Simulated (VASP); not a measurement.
Zn, 2 atoms in the cell. The structure is hexagonal, space group P6_3/mmc (No. 194). Conventional cell: a = 2.771 Å, b = 2.771 Å, c = 4.947 Å, α = 90.00°, β = 90.00°, γ = 120.00°. Within 3.7 Å of Zn (site symmetry -6m2) lie 12 Zn at 2.77 to 2.95 Å.  This cell differs from its parent crystal: strain +0.040 along x and y, +0.000 along z.

* Program: VASP 6.6.1
* Task: single point
* Functional: PBE
* Potentials or basis: VASP PAW PBE potentials, release 64 (Zn)
* Cutoff: 520 eV
* k mesh: 24 × 24 × 10
* Occupations: gaussian, width 0.15 eV
* Spin: no spin polarisation
* Dipole correction: no
* Further INCAR settings: ALGO = Fast; EDIFF = 1e-06; NBANDS = 19

Potentials or basis: VASP PAW PBE potentials, release 64 (Zn).

The run is started by

```bash
$ cat potpaw_PBE.64/Zn/POTCAR > POTCAR
$ mpirun -np 1 vasp_std > vasp.out
```

Hardware: 1 thread of AMD EPYC 9R45 96-Core Processor (Zen 5), with other jobs on the host.

Q: How long does it take, and how much memory?

A: Run time: 110 s on 1 thread of AMD EPYC 9R45 96-Core Processor (Zen 5) (shared host), peak memory 0.27 GiB. Counts: scf iterations 12, k points 366.
